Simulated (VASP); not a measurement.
# CuSi16 (a cell with a defect) in VASP: relaxation of the atoms with PBE

Aim: the relaxation of the atoms of CuSi16 (a cell with a defect) with PBE.

Program: VASP 6.6.1. These are calculated values, not measurements. Logs are shortened: lines on timing, memory, paths and dates and some standing lists are left out, and cuts for length are marked.

## (1) The cell of the first run

The cell holds a defect, 17 atoms: a = 7.679 Å, b = 7.679 Å, c = 7.679 Å, α = 60.00°, β = 60.00°, γ = 60.00°.

## (2) Relaxation of the atoms, PBE

The input, INCAR:

```
SYSTEM = CuSi16
PREC = Accurate ; ENCUT = 520
EDIFF = 1E-6 ; ISMEAR = 0
SIGMA = 0.05 ; LREAL = Auto
LASPH = .TRUE. ; NELM = 60
ALGO = Normal ; ISIF = 2
LWAVE = .FALSE. ; LCHARG = .FALSE.
GGA = PE ; IBRION = 2
NSW = 80 ; EDIFFG = -0.03
NELECT = 74.0
```

The input, KPOINTS:

```
Automatic mesh
0
G
  2 2 2
  0 0 0
```

The input, POSCAR:

```
CuSi16
1.0
    0.0000000000      5.4300000000      5.4300000000
    5.4300000000      0.0000000000      5.4300000000
    5.4300000000      5.4300000000      0.0000000000
Si Cu
16 1
Direct
    0.0000000000      0.0000000000      0.0000000000
    0.1250000000      0.1250000000      0.1250000000
    0.0000000000      0.0000000000      0.5000000000
    0.1250000000      0.1250000000      0.6250000000
    0.0000000000      0.5000000000      0.0000000000
    0.1250000000      0.6250000000      0.1250000000
    0.0000000000      0.5000000000      0.5000000000
    0.1250000000      0.6250000000      0.6250000000
    0.5000000000      0.0000000000      0.0000000000
    0.6250000000      0.1250000000      0.1250000000
    0.5000000000      0.0000000000      0.5000000000
    0.6250000000      0.1250000000      0.6250000000
    0.5000000000      0.5000000000      0.0000000000
    0.6250000000      0.6250000000      0.1250000000
    0.5000000000      0.5000000000      0.5000000000
    0.6250000000      0.6250000000      0.6250000000
    0.8772861900      0.3765585400      0.3725100400
```

Potentials or basis: VASP PAW PBE potentials, release 64 (Si, Cu).

The run is started by

```
cat potpaw_PBE.64/Si/POTCAR potpaw_PBE.64/Cu/POTCAR > POTCAR
mpirun -np 1 vasp_std > vasp.out
```

OUTCAR:

```text
SYSTEM = CuSi16
   PREC = Accurate
   ENCUT = 520
   EDIFF = 1E-6
   ISMEAR = 0
   LREAL = Auto
   LASPH = .TRUE.
   NELM = 60
   ISIF = 2
   GGA = PE
   IBRION = 2
   NSW = 80
   EDIFFG = -0.03
   NELECT = 74.0

 ion  position               nearest neighbor table
   1  0.000  0.000  0.000-   2 2.35   4 2.35   6 2.35  10 2.35
   2  0.125  0.125  0.125-   1 2.35   3 2.35   5 2.35   9 2.35  17 2.71
   3  0.000  0.000  0.500-   2 2.35   4 2.35   8 2.35  12 2.35  17 2.36
   4  0.125  0.125  0.625-   1 2.35   3 2.35   7 2.35  11 2.35  17 2.72
   5  0.000  0.500  0.000-  17 2.34   6 2.35   8 2.35  14 2.35   2 2.35
   6  0.125  0.625  0.125-   1 2.35   5 2.35   7 2.35  13 2.35  17 2.69
   7  0.000  0.500  0.500-  17 2.34   6 2.35   8 2.35  16 2.35   4 2.35
   8  0.125  0.625  0.625-   3 2.35   5 2.35   7 2.35  15 2.35
   9  0.500  0.000  0.000-   2 2.35  10 2.35  12 2.35  14 2.35
  10  0.625  0.125  0.125-   1 2.35   9 2.35  11 2.35  13 2.35
  11  0.500  0.000  0.500-   4 2.35  10 2.35  12 2.35  16 2.35
  12  0.625  0.125  0.625-   3 2.35   9 2.35  11 2.35  15 2.35  17 2.74
  13  0.500  0.500  0.000-   6 2.35  10 2.35  14 2.35  16 2.35
  14  0.625  0.625  0.125-   5 2.35   9 2.35  13 2.35  15 2.35  17 2.71
  15  0.500  0.500  0.500-   8 2.35  12 2.35  14 2.35  16 2.35  17 2.37
  16  0.625  0.625  0.625-   7 2.35  11 2.35  13 2.35  15 2.35  17 2.72
  17  0.877  0.377  0.373-   5 2.34   7 2.34   3 2.36  15 2.37   6 2.69   2 2.71  14 2.71   4 2.72
                            16 2.72  12 2.74

  LATTYP: Found a face centered cubic cell.
 ALAT       =    10.8600000000

  Lattice vectors:

 A1 = (   0.0000000000,   5.4300000000,   5.4300000000)
 A2 = (   5.4300000000,   0.0000000000,   5.4300000000)
 A3 = (   5.4300000000,   5.4300000000,   0.0000000000)

Analysis of symmetry for initial positions (statically):
=====================================================================
 Subroutine PRICEL returns:
 Original cell was already a primitive cell.

 Routine SETGRP: Setting up the symmetry group for a
 face centered cubic supercell.

 Subroutine GETGRP returns: Found  1 space group operations
 (whereof  1 operations were pure point group operations)
 out of a pool of 48 trial point group operations.

The static configuration has the point symmetry C_1 .

Analysis of symmetry for dynamics (positions and initial velocities):
=====================================================================
 Subroutine PRICEL returns:
 Original cell was already a primitive cell.

 Routine SETGRP: Setting up the symmetry group for a
 face centered cubic supercell.

 Subroutine GETGRP returns: Found  1 space group operations
 (whereof  1 operations were pure point group operations)
 out of a pool of 48 trial point group operations.

The dynamic configuration has the point symmetry C_1 .

 Subroutine INISYM returns: Found  1 space group operations
 (whereof  1 operations are pure point group operations),
 and found     1 'primitive' translations

----------------------------------------------------------------------------------------

                                     Primitive cell

  volume of cell :     320.2060

  direct lattice vectors                    reciprocal lattice vectors
     0.000000000  5.430000000  5.430000000    -0.092081031  0.092081031  0.092081031
     5.430000000  0.000000000  5.430000000     0.092081031 -0.092081031  0.092081031
     5.430000000  5.430000000  0.000000000     0.092081031  0.092081031 -0.092081031

  length of vectors
     7.679179644  7.679179644  7.679179644     0.159489025  0.159489025  0.159489025

  position of ions in fractional coordinates (direct lattice)
     0.000000000  0.000000000  0.000000000
     0.125000000  0.125000000  0.125000000
     0.000000000  0.000000000  0.500000000
     0.125000000  0.125000000  0.625000000
     0.000000000  0.500000000  0.000000000
     0.125000000  0.625000000  0.125000000
[... 9 lines left out ...]
     0.625000000  0.625000000  0.625000000
     0.877286190  0.376558540  0.372510040

  ion indices of the primitive-cell ions
   primitive index   ion index
                 1           1
                 2           2
                 3           3
                 4           4
                 5           5
                 6           6
[... 9 lines left out ...]
                16          16
                17          17

----------------------------------------------------------------------------------------

 KPOINTS: Automatic mesh

Automatic generation of k-mesh.
 Grid dimensions read from file:
 generate k-points for:    2    2    2

 Generating k-lattice:

  Cartesian coordinates                     Fractional coordinates (reciprocal lattice)
    -0.046040516  0.046040516  0.046040516     0.500000000  0.000000000  0.000000000
     0.046040516 -0.046040516  0.046040516     0.000000000  0.500000000  0.000000000
     0.046040516  0.046040516 -0.046040516     0.000000000  0.000000000  0.500000000

  Length of vectors
     0.079744512  0.079744512  0.079744512

  Shift w.r.t. Gamma in fractional coordinates (k-lattice)
     0.000000000  0.000000000  0.000000000

 Subroutine IBZKPT returns following result:
 ===========================================

 Found      8 irreducible k-points:

 Following reciprocal coordinates:
            Coordinates               Weight
  0.000000  0.000000  0.000000      1.000000
  0.500000  0.000000  0.000000      1.000000
  0.000000  0.500000  0.000000      1.000000
  0.000000  0.000000  0.500000      1.000000
  0.500000  0.500000  0.500000      1.000000
  0.500000  0.500000  0.000000      1.000000
  0.000000  0.500000  0.500000      1.000000
  0.500000  0.000000  0.500000      1.000000
   k-points           NKPTS =      8   k-points in BZ     NKDIM =      8   number of bands    NBANDS=     46
   number of dos      NEDOS =    301   number of ions     NIONS =     17
   total plane-waves  NPLWV = 216000
   dimension x,y,z NGX =    60 NGY =   60 NGZ =   60
   dimension x,y,z NGXF=   120 NGYF=  120 NGZF=  120
   ions per type =              16   1
   NGX,Y,Z   is equivalent  to a cutoff of  12.99, 12.99, 12.99 a.u.
   NGXF,Y,Z  is equivalent  to a cutoff of  25.98, 25.98, 25.98 a.u.
 SYSTEM =  CuSi16
   PREC   = accura    normal or accurate (medium, high low for compatibility)
   ISTART =      0    job   : 0-new  1-cont  2-samecut
   ICHARG =      2    charge: 1-file 2-atom 10-const
   ISPIN  =      1    spin polarized calculation?
   LNONCOLLINEAR =      F non collinear calculations
   LSORBIT =      F    spin-orbit coupling
   LASPH  =      T    aspherical Exc in radial PAW
   ENCUT  =  520.0 eV  38.22 Ry    6.18 a.u.  14.28 14.28 14.28*2*pi/ulx,y,z
   NELM   =     60;   NELMIN=  2; NELMDL= -5     # of ELM steps
   EDIFF  = 0.1E-05   stopping-criterion for ELM
   LREAL  =      T    real-space projection
   EDIFFG = -.3E-01   stopping-criterion for IOM
   NSW    =     80    number of steps for IOM
   IBRION =      2    ionic relax: 0-MD 1-quasi-New 2-CG
   NFREE  =      1    steps in history (QN), initial steepest desc. (CG)
   ISIF   =      2    stress and relaxation
   ISYM   =      2    0-nonsym 1-usesym 2-fastsym
   POTIM  = 0.5000    time-step for ionic-motion
   TEBEG  =    0.0;   TEEND  =   0.0 temperature during run
   PSTRESS=    0.0 pullay stress
   NELECT =      74.0000    total number of electrons
   NUPDOWN=      -1.0000    fix difference up-down
   EMIN   =  10.00;   EMAX   =-10.00  energy-range for DOS
   EFERMI =   0.00;   METHOD = LEGACY
   ISMEAR =     0;   SIGMA  =   0.05  broadening in eV -4-tet -1-fermi 0-gaus
   EFERMI_NEDOS =   21; number of points for ismear=-14 and -15
   IALGO  =     38    algorithm
   IMIX   =      4    mixing-type and parameters
     AMIX     =   0.40;   BMIX     =  1.00
     AMIX_MAG =   1.60;   BMIX_MAG =  1.00
  volume/ion in A,a.u.               =      18.84       127.11
  Fermi-wavevector in a.u.,A,eV,Ry     =   1.004636  1.898488 13.732283  1.009294
  Thomas-Fermi vector in A             =   2.137265
   LORBIT       =      0    0 simple, 1 ext, 2 COOP (PROOUT), +10 PAW based schemes
   GGA     = PE    functional components
   LHFCALC =     F    Hartree Fock is set to
   AEXX    =    0.0000 exact exchange contribution
   IVDW    =     0    specifies the selected vdW correction
   LEPSILON=     F    determine dielectric tensor
   LRPA    =     F    only Hartree local field effects (RPA)
 conjugate gradient relaxation of ions
 non-spin polarized calculation
 Gauss-broadening in eV      SIGMA  =   0.05
  energy-cutoff  :      520.00
  volume of cell :      320.21
 maximum number of plane-waves:      8646
 NGX is ok and might be reduce to    60
   NGX = 29   NGY = 29   NGZ = 29

--------------------------------------- Ionic step        1  -------------------------------------------

 number of electron      74.0000003 magnetization

 Free energy of the ion-electron system (eV)
  ---------------------------------------------------
  ext. energy  EPLUGINS =         0.00000000
  ---------------------------------------------------
  free energy    TOTEN  =       -94.08778908 eV

  energy without entropy =      -94.07818018  energy(sigma->0) =      -94.08298463

------------------------ aborting loop because EDIFF is reached ----------------------------------------

  FORCE on cell =-STRESS in cart. coord.  units (eV):
  Direction    XX          YY          ZZ          XY          YZ          ZX
  --------------------------------------------------------------------------------------
  -------------------------------------------------------------------------------------
  Total       -0.7229656     -0.7230050     -0.7234583      0.1578510     -0.0385591     -0.0103307
  in kB       -3.6174181     -3.6176153     -3.6198835      0.7898206     -0.1929335     -0.0516904
  external PRESSURE =      -3.6183056 kB  Pullay stress =       0.0000000 kB

 VOLUME and BASIS-vectors are now :
 -----------------------------------------------------------------------------
  energy-cutoff  :      520.00
  volume of cell :      320.21
      direct lattice vectors                 reciprocal lattice vectors
     0.000000000  5.430000000  5.430000000    -0.092081031  0.092081031  0.092081031
     5.430000000  0.000000000  5.430000000     0.092081031 -0.092081031  0.092081031
     5.430000000  5.430000000  0.000000000     0.092081031  0.092081031 -0.092081031
[... 120 lines left out ...]
      6.80677      6.78727      6.78775         0.064220      0.008830      0.006799
      4.06840      6.78670      6.80445         0.005873      0.001654     -0.025087
 -----------------------------------------------------------------------------------
    total drift:                                0.000687      0.000010     -0.005003

  FREE ENERGIE OF THE ION-ELECTRON SYSTEM (eV)
  ---------------------------------------------------
  free  energy   TOTEN  =       -94.1871322765 eV

  energy  without entropy=      -94.1775618367  energy(sigma->0) =      -94.18234706

--------------------------------------- Ionic step        4  -------------------------------------------

 number of electron      74.0000001 magnetization

 Free energy of the ion-electron system (eV)
  ---------------------------------------------------
  ext. energy  EPLUGINS =         0.00000000
  ---------------------------------------------------
  free energy    TOTEN  =       -94.18875424 eV

  energy without entropy =      -94.17925804  energy(sigma->0) =      -94.18400614

 E-fermi :   6.2903     XC(G=0):  -9.6030

 val. band max:        6.2824507042   @ k =   0.0000   0.0000   0.0000
 cond. band min:       6.8838267161   @ k =   0.5000   0.0000   0.0000
 fundamental gap:      0.6013760119
 Fermi energy:         6.2903039701

 k-point     1 :       0.0000    0.0000    0.0000
  band No.  band energies     occupation
      1      -5.9029      2.00000
      2      -3.5248      2.00000
      3      -3.5065      2.00000
      4      -3.5044      2.00000
      5      -3.5027      2.00000
      6      -2.0694      2.00000
[... 407 lines left out ...]
      8.12490      2.73564      5.40765         0.017658     -0.015802      0.009223
      4.07258      4.09528      1.35805         0.002696      0.019816      0.006453
      8.12124      5.40587      2.73731         0.000140     -0.000651     -0.004232
      4.07234      1.35741      4.09634        -0.001932     -0.001746      0.018704
[... 9 lines left out ...]
      6.81008      6.78769      6.78808         0.020125      0.003824      0.007278
      4.06869      6.78678      6.80320         0.005149      0.001619     -0.022011
 -----------------------------------------------------------------------------------
    total drift:                               -0.000117      0.000747     -0.000642

  FREE ENERGIE OF THE ION-ELECTRON SYSTEM (eV)
  ---------------------------------------------------
  free  energy   TOTEN  =       -94.1887542365 eV

  energy  without entropy=      -94.1792580421  energy(sigma->0) =      -94.18400614

 reached required accuracy - stopping structural energy minimisation
```

Run time: 6.8 min. Hardware: 1 thread of Oxide Virtual Turin-like, shared host; peak memory 0.53 GiB.

What came out:

| Quantity | Value |
| --- | --- |
| Free energy | -94.1888 eV |
| Energy gained by relaxing | 5.9 meV/atom |
| Ionic steps | 4 |
| Largest force after relaxing | 0.029 eV/Å |

Forces in eV/Å, atoms in the order of the input:
```
Si   0.009 -0.006 -0.016
Si  -0.020 -0.005  0.008
Si   0.018 -0.016  0.009
Si   0.003  0.020  0.006
Si   0.000 -0.001 -0.004
Si  -0.002 -0.002  0.019
Si  -0.002 -0.003 -0.009
Si  -0.004 -0.001  0.016
Si   0.010  0.009 -0.001
Si  -0.001 -0.001  0.004
Si  -0.007 -0.008  0.000
Si  -0.001  0.000 -0.021
Si  -0.004  0.007 -0.017
Si  -0.006 -0.020  0.009
Si  -0.018  0.020  0.013
Si   0.020  0.004  0.007
Cu   0.005  0.002 -0.022
```

The path:
```csv
step,energy change (eV),largest force (eV/Å),pressure (GPa)
1,0.0000,0.9211,-0.36
2,-0.0993,0.0946,-0.75
3,-0.0993,0.0702,-0.73
4,-0.1010,0.0294,-0.72
```

Final structure:
```xyz
17
Lattice="0.0000 5.4300 5.4300 5.4300 0.0000 5.4300 5.4300 5.4300 0.0000" Properties=species:S:1:pos:R:3 pbc="T T T"
Si    0.0085    5.4217    5.4212
Si    1.3344    1.3572    1.3581
Si    8.1249    2.7356    5.4076
Si    4.0726    4.0953    1.3580
Si    8.1212    5.4059    2.7373
Si    4.0723    1.3574    4.0963
Si    5.4536    2.7382    2.7363
Si    6.7866    4.0723    4.0760
Si    0.0082    2.7231    2.7225
Si    1.3574    4.0725    4.0728
Si    2.7071    5.4220    2.7225
Si    4.0724    6.7875    4.0506
Si    2.7068    2.7233    5.4212
Si    4.0721    4.0496    6.7882
Si    5.4503    5.4102    5.4083
Si    6.8101    6.7877    6.7881
Cu    4.0687    6.7868    6.8032
```

Levels at points of the mesh, in eV from the Fermi level:
| k point | band 34 | band 35 | band 36 | band 37 | band 38 | band 39 | band 40 | band 41 |
| --- | --- | --- | --- | --- | --- | --- | --- | --- |
| (0.00, 0.00, 0.00) | -0.72 | -0.53 | -0.02 | -0.02 | -0.01 | 0.71 | 0.71 | 0.74 |
| (0.50, 0.00, 0.00) | -0.80 | -0.79 | -0.59 | -0.59 | 0.59 | 1.23 | 1.46 | 1.46 |
| (0.00, 0.50, 0.00) | -0.80 | -0.79 | -0.59 | -0.59 | 0.59 | 1.23 | 1.46 | 1.46 |
| (0.00, 0.00, 0.50) | -0.80 | -0.79 | -0.60 | -0.60 | 0.60 | 1.23 | 1.46 | 1.46 |
| (0.50, 0.50, 0.50) | -0.80 | -0.79 | -0.60 | -0.59 | 0.60 | 1.23 | 1.46 | 1.46 |
| (0.50, 0.50, 0.00) | -1.40 | -1.39 | -1.34 | -0.80 | 0.75 | 1.20 | 2.15 | 2.21 |
| (0.00, 0.50, 0.50) | -1.39 | -1.39 | -1.34 | -0.80 | 0.75 | 1.20 | 2.15 | 2.21 |
| (0.50, 0.00, 0.50) | -1.39 | -1.39 | -1.34 | -0.80 | 0.75 | 1.20 | 2.15 | 2.21 |

Caveat: the k points lie up to 0.50 Å⁻¹ apart; the cell carries a net charge on a neutralising background, which shifts energy and pressure; the cell is charged against a uniform background, so pressure and absolute levels hang on convention.
